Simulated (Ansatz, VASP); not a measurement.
Two plane-wave programs on MoS2

Contents of INCAR:

```
PREC     = Accurate       # precision mode
ENCUT    = 500            # plane-wave cutoff, eV
EDIFF    = 1E-6           # SCF threshold, eV
ISMEAR   = 0              # smearing method
SIGMA    = 0.05           # smearing width, eV
LREAL    = False          # projectors in reciprocal space
LASPH    = True           # aspherical terms in the spheres
NELM     = 200            # most SCF steps
ALGO     = Normal         # electronic algorithm
ISIF     = 2              # what is computed and relaxed
LWAVE    = False          # write WAVECAR
LCHARG   = False          # write CHGCAR
LMAXMIX  = 4              # l up to which the mixer works
LDAU     = True           # DFT+U
LDAUTYPE = 1            
LDAUL    = 2 -1           # shell
LDAUU    = 3 0            # U, eV
LDAUJ    = 0.7 0        
LDAUPRINT= 1            
GGA      = CA             # functional
NBANDS   = 20             # bands
GGA_COMPAT= False
```

Contents of KPOINTS:

```
Automatic mesh
0
Gamma
  6 6 6
```

File POSCAR:

```
MoS2
1.0
    0.0000000000      2.9959514200      2.9959514200
    2.9959514200      0.0000000000      2.9959514200
    2.9959514200      2.9959514200      0.0000000000
Mo S
1 2
Direct
    0.0000000000      0.0000000000      0.0000000000
    0.2500000000      0.2500000000      0.2500000000
    0.7500000000      0.7500000000      0.7500000000
```

Input for Ansatz:

```yaml
crystal:
  lattice:
    - [0.0, 2.99595142, 2.99595142]
    - [2.99595142, 0.0, 2.99595142]
    - [2.99595142, 2.99595142, 0.0]
  atoms:
    - { symbol: Mo, position: [0.0, 0.0, 0.0] }
    - { symbol: S, position: [0.25, 0.25, 0.25] }
    - { symbol: S, position: [0.75, 0.75, 0.75] }
basis:
  ecutwfc: 420
  ecutrho_ratio: 4
kpoints:
  mp_grid: { grid: [6, 6, 6] }
hamiltonian:
  xc: lda
  hubbard: { sites: [{ site: 0, l: d, u: 3.0, j: 0.7 }] }
scf:
  occupations: { method: gaussian, width: 0.05 }
  lower_state_search: "off"
  max_iter: 150
output:
  forces: true
  stress: true
  eigenvalues: true
  populations: true
  hubbard: { sites: [{ site: 0, l: d }] }
```

Alike in both runs: task single point; functional LDA; k mesh 6 × 6 × 6; occupations gaussian, width 0.05 eV; no spin polarisation; Hubbard terms Mo d U = 3.0 eV, J = 0.7 eV.

|  | VASP | Ansatz |
| --- | --- | --- |
| version | VASP 6.6.1 | Ansatz 0.2.0 |
| potentials or method | VASP PAW LDA potentials, release 64 (Mo_sv, S), cutoff 500 eV | scalar-relativistic, plane waves, PAW |
| valence electrons in the cell | 26 | 26 |

|  | VASP | Ansatz | Ansatz less VASP |
| --- | --- | --- | --- |
| gap on the k mesh at the Fermi level (eV) | none | none | - |
| pressure (GPa) | -12.9 | -14.3 | -1.39 |

LDA's correlation is that of Perdew and Zunger in VASP and of Perdew and Wang (1992) in Ansatz. The programs project onto different local orbitals, so the same U acts differently, and such runs can settle in different states. A gap of «none» marks a metal or a gap that the smearing closes. Ansatz's warnings: filled band counts differ across k points.
